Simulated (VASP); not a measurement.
# Mg8HO8 (a cell with a defect) in VASP: a series of runs

Runs on Mg8HO8 (a cell with a defect). Level: PBE. Tasks: single point.

Program: VASP 6.6.1. These are calculated values, not measurements. Logs are shortened: lines on timing, memory, paths and dates and some standing lists are left out, and cuts for length are marked.

**1. The cell of the first run**

The cell holds a defect, 17 atoms: a = 5.511 Å, b = 5.511 Å, c = 5.511 Å, α = 60.00°, β = 60.00°, γ = 60.00°.

**2. Single point, PBE**

INCAR reads:

```
ALGO = Normal ; EDIFF = 1E-6
ENCUT = 520 ; GGA = PE
ISIF = 2 ; ISMEAR = 0
LASPH = True ; LCHARG = False
LREAL = Auto ; LWAVE = False
NBANDS = 46 ; NELECT = 64.0
NELM = 100 ; PREC = Accurate
SIGMA = 0.02
```

KPOINTS reads:

```
k-points
0
Gamma
  3 3 3
```

POSCAR reads:

```
Mg8HO8
1.0
    0.0000000000      3.8970000000      3.8970000000
    3.8970000000      0.0000000000      3.8970000000
    3.8970000000      3.8970000000      0.0000000000
Mg O H
8 8 1
Direct
   -0.0013398768     -0.0005251475      0.0035577367
   -0.0012129843     -0.0003941493      0.5075842956
    0.0211803952      0.4837192712      0.0125860919
   -0.0012299205      0.4952604568      0.5075801899
    0.4828874775      0.0220306646      0.0125859636
    0.4944328971     -0.0004064665      0.5075817295
    0.4829612522      0.4837690531      0.0125524763
    0.4986759045      0.4994878111      0.5035311778
    0.2433006159      0.2441333077      0.2697145240
    0.2487610983      0.2495835258      0.7556061073
    0.2509724147      0.7491292020      0.2519967924
    0.2487720041      0.7472362073      0.7556003336
    0.7483131896      0.2517689248      0.2520075699
    0.7464269951      0.2495876315      0.7555981524
    0.7482804722      0.7491077752      0.2519648448
    0.7435980241      0.7444243007      0.7687786759
    0.6705456762      0.6714799846     -0.0119516295
```

Potentials or basis: VASP PAW PBE potentials, release 64 (Mg, O, H).

The run is started by

```
> cat potpaw_PBE.64/Mg/POTCAR potpaw_PBE.64/O/POTCAR potpaw_PBE.64/H/POTCAR > POTCAR
> mpirun -np 1 vasp_std > vasp.out
```

OUTCAR:

```text
EDIFF = 1E-6
   ENCUT = 520
   GGA = PE
   ISIF = 2
   ISMEAR = 0
   LASPH = True
   LREAL = Auto
   NELECT = 64.0
   NELM = 100
   PREC = Accurate

 ion  position               nearest neighbor table
   1  0.999  0.999  0.004-  14 1.95  12 1.95  10 1.95  13 1.95  15 1.95  11 1.95   2 2.73   6 2.73
                             4 2.73   3 2.76   5 2.76   7 2.76   7 2.76   3 2.76   5 2.76   4 2.78
   2  0.999  1.000  0.508-   9 1.91  14 1.94  12 1.94  13 1.97  11 1.97  16 1.99   5 2.70   3 2.70
                             6 2.73   4 2.73   1 2.73   8 2.76   8 2.76   1 2.78   4 2.78   6 2.78
   3  0.021  0.484  0.013-  17 1.72   9 1.87  12 1.92  10 1.92  15 1.97  13 1.97  16 2.03   5 2.54
                             7 2.55   2 2.70   4 2.70   8 2.72   1 2.76   1 2.76   8 2.80   4 2.82
   4  0.999  0.495  0.508-   9 1.91  14 1.94  10 1.94  11 1.97  15 1.97  16 1.99   3 2.70   7 2.70
                             2 2.73   6 2.73   1 2.73   8 2.76   8 2.76   1 2.78   6 2.78   2 2.78
   5  0.483  0.022  0.013-  17 1.72   9 1.87  14 1.92  10 1.92  15 1.97  11 1.97  16 2.03   3 2.54
                             7 2.54   2 2.70   6 2.70   8 2.72   1 2.76   1 2.76   8 2.80   6 2.82
   6  0.494  1.000  0.508-   9 1.91  10 1.94  12 1.94  13 1.97  15 1.97  16 1.99   5 2.70   7 2.70
                             2 2.73   4 2.73   1 2.73   8 2.76   8 2.76   1 2.78   4 2.78   2 2.78
   7  0.483  0.484  0.013-  17 1.72   9 1.87  14 1.92  12 1.92  11 1.97  13 1.97  16 2.03   5 2.54
                             3 2.55   6 2.70   4 2.70   8 2.72   1 2.76   1 2.76   8 2.80   4 2.81
   8  0.499  0.499  0.504-  15 1.95  11 1.95  13 1.95  12 1.95  14 1.95  10 1.95   5 2.72   3 2.72
                             7 2.72   6 2.76   4 2.76   2 2.76   2 2.76   4 2.76   6 2.76   7 2.80
   9  0.243  0.244  0.270-   5 1.87   3 1.87   7 1.87   4 1.91   6 1.91   2 1.91
  10  0.249  0.250  0.756-   5 1.92   3 1.92   6 1.94   4 1.94   8 1.95   1 1.95
  11  0.251  0.749  0.252-   8 1.95   1 1.95   7 1.97   5 1.97   2 1.97   4 1.97
  12  0.249  0.747  0.756-   3 1.92   7 1.92   2 1.94   6 1.94   8 1.95   1 1.95
  13  0.748  0.252  0.252-   8 1.95   1 1.95   7 1.97   3 1.97   2 1.97   6 1.97
  14  0.746  0.250  0.756-   5 1.92   7 1.92   2 1.94   4 1.94   8 1.95   1 1.95
  15  0.748  0.749  0.252-   8 1.95   1 1.95   3 1.97   5 1.97   6 1.97   4 1.97
  16  0.744  0.744  0.769-  17 0.99   6 1.99   4 1.99   2 1.99   7 2.03   3 2.03   5 2.03
  17  0.671  0.671  0.988-  16 0.99   5 1.72   3 1.72   7 1.72

  LATTYP: Found a face centered cubic cell.
 ALAT       =     7.7940000000

  Lattice vectors:

 A1 = (   0.0000000000,   3.8970000000,   3.8970000000)
 A2 = (   3.8970000000,   0.0000000000,   3.8970000000)
 A3 = (   3.8970000000,   3.8970000000,   0.0000000000)

Analysis of symmetry for initial positions (statically):
=====================================================================
 Subroutine PRICEL returns:
 Original cell was already a primitive cell.

 Routine SETGRP: Setting up the symmetry group for a
 face centered cubic supercell.

 Subroutine GETGRP returns: Found  1 space group operations
 (whereof  1 operations were pure point group operations)
 out of a pool of 48 trial point group operations.

The static configuration has the point symmetry C_1 .

Analysis of symmetry for dynamics (positions and initial velocities):
=====================================================================
 Subroutine PRICEL returns:
 Original cell was already a primitive cell.

 Routine SETGRP: Setting up the symmetry group for a
 face centered cubic supercell.

 Subroutine GETGRP returns: Found  1 space group operations
 (whereof  1 operations were pure point group operations)
 out of a pool of 48 trial point group operations.

The dynamic configuration has the point symmetry C_1 .

 Subroutine INISYM returns: Found  1 space group operations
 (whereof  1 operations are pure point group operations),
 and found     1 'primitive' translations

----------------------------------------------------------------------------------------

                                     Primitive cell

  volume of cell :     118.3644

  direct lattice vectors                    reciprocal lattice vectors
     0.000000000  3.897000000  3.897000000    -0.128303823  0.128303823  0.128303823
     3.897000000  0.000000000  3.897000000     0.128303823 -0.128303823  0.128303823
     3.897000000  3.897000000  0.000000000     0.128303823  0.128303823 -0.128303823

  length of vectors
     5.511190253  5.511190253  5.511190253     0.222228741  0.222228741  0.222228741

[... 52 lines left out ...]
     0.042767941  0.042767941 -0.042767941     0.000000000  0.000000000  0.333333333

  Length of vectors
     0.074076247  0.074076247  0.074076247

  Shift w.r.t. Gamma in fractional coordinates (k-lattice)
     0.000000000  0.000000000  0.000000000

 Subroutine IBZKPT returns following result:
 ===========================================

 Found     14 irreducible k-points:

 Following reciprocal coordinates:
            Coordinates               Weight
  0.000000  0.000000  0.000000      1.000000
  0.333333  0.000000  0.000000      2.000000
  0.000000  0.333333  0.000000      2.000000
  0.000000  0.000000  0.333333      2.000000
  0.333333  0.333333  0.333333      2.000000
  0.333333  0.333333  0.000000      2.000000
  0.000000  0.333333  0.333333      2.000000
  0.333333  0.000000  0.333333      2.000000
 -0.333333  0.333333  0.000000      2.000000
  0.000000 -0.333333  0.333333      2.000000
  0.333333  0.000000 -0.333333      2.000000
  0.333333  0.333333 -0.333333      2.000000
 -0.333333  0.333333 -0.333333      2.000000
  0.333333 -0.333333 -0.333333      2.000000
   k-points           NKPTS =     14   k-points in BZ     NKDIM =     14   number of bands    NBANDS=     46
   number of dos      NEDOS =    301   number of ions     NIONS =     17
   total plane-waves  NPLWV =  74088
   dimension x,y,z NGX =    42 NGY =   42 NGZ =   42
   dimension x,y,z NGXF=    84 NGYF=   84 NGZF=   84
   ions per type =               8   8   1
   NGX,Y,Z   is equivalent  to a cutoff of  12.67, 12.67, 12.67 a.u.
   NGXF,Y,Z  is equivalent  to a cutoff of  25.34, 25.34, 25.34 a.u.
 SYSTEM =  unknown system
   PREC   = accura    normal or accurate (medium, high low for compatibility)
   ISTART =      0    job   : 0-new  1-cont  2-samecut
   ICHARG =      2    charge: 1-file 2-atom 10-const
   ISPIN  =      1    spin polarized calculation?
   LNONCOLLINEAR =      F non collinear calculations
   LSORBIT =      F    spin-orbit coupling
   LASPH  =      T    aspherical Exc in radial PAW
   ENCUT  =  520.0 eV  38.22 Ry    6.18 a.u.  10.25 10.25 10.25*2*pi/ulx,y,z
   NELM   =    100;   NELMIN=  2; NELMDL= -5     # of ELM steps
   EDIFF  = 0.1E-05   stopping-criterion for ELM
   LREAL  =      T    real-space projection
   EDIFFG = 0.1E-04   stopping-criterion for IOM
   NSW    =      0    number of steps for IOM
   IBRION =     -1    ionic relax: 0-MD 1-quasi-New 2-CG
   NFREE  =      0    steps in history (QN), initial steepest desc. (CG)
   ISIF   =      2    stress and relaxation
   ISYM   =      2    0-nonsym 1-usesym 2-fastsym
   POTIM  = 0.5000    time-step for ionic-motion
   TEBEG  =    0.0;   TEEND  =   0.0 temperature during run
   PSTRESS=    0.0 pullay stress
   NELECT =      64.0000    total number of electrons
   NUPDOWN=      -1.0000    fix difference up-down
   EMIN   =  10.00;   EMAX   =-10.00  energy-range for DOS
   EFERMI =   0.00;   METHOD = LEGACY
   ISMEAR =     0;   SIGMA  =   0.02  broadening in eV -4-tet -1-fermi 0-gaus
   EFERMI_NEDOS =   21; number of points for ismear=-14 and -15
   IALGO  =     38    algorithm
   IMIX   =      4    mixing-type and parameters
     AMIX     =   0.40;   BMIX     =  1.00
     AMIX_MAG =   1.60;   BMIX_MAG =  1.00
  volume/ion in A,a.u.               =       6.96        46.99
  Fermi-wavevector in a.u.,A,eV,Ry     =   1.333709  2.520345 24.201767  1.778780
  Thomas-Fermi vector in A             =   2.462546
   LORBIT       =      0    0 simple, 1 ext, 2 COOP (PROOUT), +10 PAW based schemes
   GGA     = PE    functional components
   LHFCALC =     F    Hartree Fock is set to
   AEXX    =    0.0000 exact exchange contribution
   IVDW    =     0    specifies the selected vdW correction
   LEPSILON=     F    determine dielectric tensor
   LRPA    =     F    only Hartree local field effects (RPA)
 non-spin polarized calculation
 Gauss-broadening in eV      SIGMA  =   0.02
  energy-cutoff  :      520.00
  volume of cell :      118.36
 maximum number of plane-waves:      3198
 NGX is ok and might be reduce to    42
   NGX = 21   NGY = 21   NGZ = 21

 number of electron      64.0000000 magnetization

 Free energy of the ion-electron system (eV)
  ---------------------------------------------------
  ext. energy  EPLUGINS =         0.00000000
  ---------------------------------------------------
  free energy    TOTEN  =       -97.35399894 eV

  energy without entropy =      -97.35399894  energy(sigma->0) =      -97.35399894

 E-fermi :   5.4866     XC(G=0): -12.2244

 val. band max:        5.3076735910   @ k =   0.0000   0.0000   0.0000
 cond. band min:      11.0791374440   @ k =   0.0000   0.0000   0.0000
 fundamental gap:      5.7714638530
 Fermi energy:         5.4866150208

 k-point     1 :       0.0000    0.0000    0.0000
  band No.  band energies     occupation
      1     -15.6132      2.00000
      2     -12.7488      2.00000
      3     -11.2986      2.00000
      4     -11.1695      2.00000
      5     -11.1478      2.00000
      6     -11.1472      2.00000
[... 647 lines left out ...]
     43      18.0438      0.00000
     44      18.1730      0.00000
 [bands above 44 left out]

------------------------ aborting loop because EDIFF is reached ----------------------------------------

  FORCE on cell =-STRESS in cart. coord.  units (eV):
  Direction    XX          YY          ZZ          XY          YZ          ZX
  --------------------------------------------------------------------------------------
  -------------------------------------------------------------------------------------
  Total       45.0420723     45.0376694     45.0261480     -2.2090738      2.1933221      2.2001037
  in kB      609.6881195    609.6285223    609.4725696    -29.9019559     29.6887416     29.7805372
  external PRESSURE =     609.5964038 kB  Pullay stress =       0.0000000 kB

 VOLUME and BASIS-vectors are now :
 -----------------------------------------------------------------------------
  energy-cutoff  :      520.00
  volume of cell :      118.36
      direct lattice vectors                 reciprocal lattice vectors
     0.000000000  3.897000000  3.897000000    -0.128303823  0.128303823  0.128303823
     3.897000000  0.000000000  3.897000000     0.128303823 -0.128303823  0.128303823
     3.897000000  3.897000000  0.000000000     0.128303823  0.128303823 -0.128303823

 POSITION                                       TOTAL-FORCE (eV/Angst)
 -----------------------------------------------------------------------------------
      3.90882      3.90564      7.78673        -0.009024     -0.007915      0.010351
      5.87352      5.87033      7.78774        -0.000786     -0.002499      0.012940
      1.93410      0.13159      1.96759        -0.006342      0.017476      0.002563
      3.90807      5.87025      5.82224        -0.013846      0.000129      0.001559
      0.13490      1.93086      1.96767         0.016959     -0.006335      0.002424
      5.87346      3.90485      5.82222         0.000603     -0.013209      0.001577
[... 9 lines left out ...]
      5.89695      5.89373      5.79882        -0.080669     -0.080588      0.081787
      6.46718      6.46354      5.22987         0.079677      0.081379     -0.084385
 -----------------------------------------------------------------------------------
    total drift:                               -0.007043     -0.002316      0.001055

  FREE ENERGIE OF THE ION-ELECTRON SYSTEM (eV)
  ---------------------------------------------------
  free  energy   TOTEN  =       -97.3539989385 eV

  energy  without entropy=      -97.3539989385  energy(sigma->0) =      -97.35399894
```

It took 2 min on 1 thread of Intel Xeon 6975P-C (Granite Rapids), shared host; peak memory 0.27 GiB.

Results:

* Free energy: -97.3540 eV
* Largest force: 0.142 eV/Å

Forces on the atoms (eV/Å):
```
Mg  -0.009 -0.008  0.010
Mg  -0.001 -0.002  0.013
Mg  -0.006  0.017  0.003
Mg  -0.014  0.000  0.002
Mg   0.017 -0.006  0.002
Mg   0.001 -0.013  0.002
Mg  -0.003 -0.003 -0.020
Mg   0.005  0.006 -0.007
O    0.012  0.011 -0.012
O   -0.004 -0.004 -0.001
O   -0.001  0.003  0.003
O    0.002 -0.002  0.004
O    0.004 -0.002  0.003
O   -0.002  0.002  0.005
O    0.001  0.000 -0.004
O   -0.081 -0.081  0.082
H    0.080  0.081 -0.084
```

Levels at points of the mesh, in eV from the Fermi level:
```
           k point  band 29  band 30  band 31  band 32  band 33  band 34  band 35  band 36
(0.00, 0.00, 0.00)    -0.88    -0.22    -0.18    -0.18     5.59     7.71     9.05     9.20
```

Caveat: the k points lie up to 0.47 Å⁻¹ apart; the cell carries a net charge on a neutralising background, which shifts energy and pressure; the cell is charged against a uniform background, so pressure and absolute levels hang on convention.

**3. Single point, PBE**

INCAR reads:

```
PREC = Accurate
ENCUT = 520
EDIFF = 1E-6
ISMEAR = 0
SIGMA = 0.02
LREAL = Auto
LASPH = T
NELM = 100
ALGO = Normal
ISIF = 2
LWAVE = F
LCHARG = F
GGA = PE
NELECT = 64.0
NBANDS = 46
```

KPOINTS reads:

```
Automatic mesh
0
Gamma
  3 3 3
```

POSCAR reads:

```
Mg8HO8
1.0
    0.0000000000      3.8970000000      3.8970000000
    3.8970000000      0.0000000000      3.8970000000
    3.8970000000      3.8970000000      0.0000000000
Mg O H
8 8 1
Direct
    0.0005528612      0.0001312548     -0.0000894278
   -0.0029925584     -0.0033700282      0.5035971260
    0.0074863998      0.4955333590      0.0042644342
    0.0003734924      0.4935903259      0.5068443675
    0.4960968694      0.0138264049      0.0011576854
    0.4936200924      0.0000976392      0.5069965358
    0.4869083911      0.4824380293     -0.0085283551
    0.4979875545      0.4943252502      0.5165633821
    0.2435210418      0.2441764178      0.2592947139
    0.2483482166      0.2491403644      0.7550551706
    0.2729748525      0.7368434693      0.2428524506
    0.2439889659      0.7516502438      0.7506910444
    0.7412129843      0.2602027200      0.2481811650
    0.7537472415      0.2437410829      0.7497911214
    0.7497909931      0.7496490890      0.2562949705
    0.7378133179      0.7388017706      0.7748202463
    0.5896289453      0.6233885040      0.1115509366
```

Potentials or basis: VASP PAW PBE potentials, release 64 (Mg, O, H).

The run is started by

```
> cat potpaw_PBE.64/Mg/POTCAR potpaw_PBE.64/O/POTCAR potpaw_PBE.64/H/POTCAR > POTCAR
> mpirun -np 1 vasp_std > vasp.out
```

OUTCAR:

```text
PREC = Accurate
   ENCUT = 520
   EDIFF = 1E-6
   ISMEAR = 0
   LREAL = Auto
   LASPH = T
   NELM = 100
   ISIF = 2
   GGA = PE
   NELECT = 64.0

 ion  position               nearest neighbor table
   1  0.001  0.000  1.000-  10 1.94  14 1.94  12 1.94  15 1.95  13 1.98  11 2.01   6 2.72   4 2.72
                             5 2.74   3 2.75   7 2.75   2 2.75   2 2.76   3 2.76   7 2.77   5 2.77
   2  0.997  0.997  0.504-  14 1.92   9 1.93  12 1.93  13 1.99  16 2.02  11 2.03   8 2.75   3 2.75
                             5 2.75   4 2.75   1 2.75   6 2.76   6 2.76   1 2.76   4 2.76   3 2.76
[... 897 lines left out ...]
  Total       43.5318772     43.2999406     43.4414268      1.8129883      0.7903369      3.0893361
  in kB      589.2461647    586.1066778    588.0218310     24.5405543     10.6979760     41.8171592
  external PRESSURE =     587.7915578 kB  Pullay stress =       0.0000000 kB

 VOLUME and BASIS-vectors are now :
 -----------------------------------------------------------------------------
  energy-cutoff  :      520.00
  volume of cell :      118.36
      direct lattice vectors                 reciprocal lattice vectors
     0.000000000  3.897000000  3.897000000    -0.128303823  0.128303823  0.128303823
     3.897000000  0.000000000  3.897000000     0.128303823 -0.128303823  0.128303823
     3.897000000  3.897000000  0.000000000     0.128303823  0.128303823 -0.128303823

 POSITION                                       TOTAL-FORCE (eV/Angst)
 -----------------------------------------------------------------------------------
      3.89716      3.89881      0.00267        -0.029383      0.000831      0.001011
      5.84639      5.84786      7.76921        -0.003543      0.027412      0.002130
      1.94771      0.04579      1.96027         0.026024     -0.026307     -0.082112
      3.89869      1.97663      1.92498        -0.018630      0.019044     -0.018123
      0.05839      1.93780      1.98717         0.046166     -0.020801      0.122725
      1.97615      3.89940      1.92402        -0.007840      0.009967     -0.021311
[... 9 lines left out ...]
      5.89858      5.89473      5.75437        -0.037252     -0.041331      0.047971
      2.86406      2.73250      4.72713         0.492360     -0.453383     -0.046781
 -----------------------------------------------------------------------------------
    total drift:                                0.008055      0.006532      0.000912

  FREE ENERGIE OF THE ION-ELECTRON SYSTEM (eV)
  ---------------------------------------------------
  free  energy   TOTEN  =       -96.5928777046 eV

  energy  without entropy=      -96.5928777046  energy(sigma->0) =      -96.59287770
```

OSZICAR:

```text
N       E                     dE             d eps       ncg     rms          rms(c)
DAV:   1     0.328685597530E+03    0.32869E+03   -0.33866E+04  1344   0.132E+03
DAV:   2    -0.907278312793E+02   -0.41941E+03   -0.40797E+03  1632   0.298E+02
DAV:   3    -0.108542398336E+03   -0.17815E+02   -0.17743E+02  1578   0.617E+01
DAV:   4    -0.108646479294E+03   -0.10408E+00   -0.10401E+00  1568   0.535E+00
DAV:   5    -0.108647047347E+03   -0.56805E-03   -0.56797E-03  1526   0.397E-01    0.206E+01
DAV:   6    -0.967297006461E+02    0.11917E+02   -0.38201E+01  1522   0.305E+01    0.552E+00
DAV:   7    -0.966530365082E+02    0.76664E-01   -0.20086E+00  1536   0.645E+00    0.385E+00
DAV:   8    -0.966065058738E+02    0.46531E-01   -0.24223E-01  1488   0.328E+00    0.758E-01
DAV:   9    -0.965926600997E+02    0.13846E-01   -0.40025E-02  1624   0.119E+00    0.254E-01
DAV:  10    -0.965929172817E+02   -0.25718E-03   -0.13592E-02  1494   0.629E-01    0.131E-01
DAV:  11    -0.965928594950E+02    0.57787E-04   -0.13193E-03  1488   0.258E-01    0.315E-02
DAV:  12    -0.965928768956E+02   -0.17401E-04   -0.13309E-04  1502   0.719E-02    0.970E-03
DAV:  13    -0.965928782129E+02   -0.13173E-05   -0.24520E-05  1568   0.319E-02    0.620E-03
DAV:  14    -0.965928777046E+02    0.50829E-06   -0.38485E-06  1422   0.124E-02
   1 F= -.96592878E+02 E0= -.96592878E+02  d E =-.114973E-23
```

Wall time 7.3 min (1 thread of AMD EPYC 7R13, shared host); peak memory 0.25 GiB.

Results:

| Quantity | Value |
| --- | --- |
| Free energy | -96.5929 eV |
| Largest force | 0.671 eV/Å |

Forces on the atoms (eV/Å):
```
Mg  -0.029  0.001  0.001
Mg  -0.004  0.027  0.002
Mg   0.026 -0.026 -0.082
Mg  -0.019  0.019 -0.018
Mg   0.046 -0.021  0.123
Mg  -0.008  0.010 -0.021
Mg  -0.087  0.073 -0.007
Mg  -0.060  0.076  0.003
O    0.011  0.013 -0.029
O    0.009  0.007 -0.004
O   -0.155  0.104  0.133
O   -0.026  0.024 -0.031
O   -0.116  0.135 -0.100
O   -0.036  0.033  0.026
O   -0.007  0.021  0.003
O   -0.037 -0.041  0.048
H    0.492 -0.453 -0.047
```

Caveat: the k points lie up to 0.47 Å⁻¹ apart; the cell carries a net charge on a neutralising background, which shifts energy and pressure; the cell is charged against a uniform background, so pressure and absolute levels hang on convention.

(Continued in part 2 of 2.)
